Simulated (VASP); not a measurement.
Input of a VASP 6.6.1 run:

INCAR

```
SYSTEM = GaSb
PREC     = Accurate       ! precision mode
ENCUT    = 520            ! plane-wave cutoff, eV
EDIFF    = 1E-6           ! SCF threshold, eV
ISMEAR   = 0              ! smearing method
SIGMA    = 0.1            ! smearing width, eV
LREAL    = .False.        ! projectors in reciprocal space
LASPH    = .True.         ! aspherical terms in the spheres
NELM     = 60             ! most SCF steps
ALGO     = Normal         ! electronic algorithm
ISIF     = 2              ! what is computed and relaxed
LWAVE    = .False.        ! write WAVECAR
LCHARG   = .False.        ! write CHGCAR
GGA      = PE             ! functional
NBANDS   = 26             ! bands
```

File KPOINTS:

```
Automatic mesh
0
Gamma
  12 12 12
  0 0 0
```

Contents of POSCAR:

```
GaSb
1.0
    2.2092816988      1.2755293835      6.8938749315
   -2.2092816988      1.2755293835      6.8938749315
    0.0000000000     -2.5510587670      6.8938749315
Ga Sb
2 2
Direct
    0.4349322216      0.4349322216      0.4349322216
    0.5650677784      0.5650677784      0.5650677784
    0.0595437000      0.0595437000      0.0595437000
    0.9404563000      0.9404563000      0.9404563000
```

Potentials or basis: VASP PAW PBE potentials, release 64 (Ga_d, Sb).

Run with:

```console
$ cat potpaw_PBE.64/Ga_d/POTCAR potpaw_PBE.64/Sb/POTCAR > POTCAR
$ mpirun -np 1 vasp_std > vasp.out
```

Problem. Predict the band gap on the k mesh.

Solution. Zero (bands 18 and 19 overlap by 0.10 eV).

Problem. Predict the pressure.

Solution. 5.5 GPa.

Forces on the atoms (eV/Å):
```
Ga   0.000  0.000  1.190
Ga   0.000  0.000 -1.190
Sb   0.000  0.000  4.515
Sb   0.000  0.000 -4.515
```

Caveat: the cell differs from its parent crystal (P replaced by Sb, lengths x 1.084, strained); the cell stands under pressure; semilocal functionals underestimate gaps, so a narrow gap can read as zero; spin-orbit coupling is left out, which moves the levels of the heavy elements; forces of over 1 eV/Å act on the atoms, so gaps and moduli don't describe the material at rest.
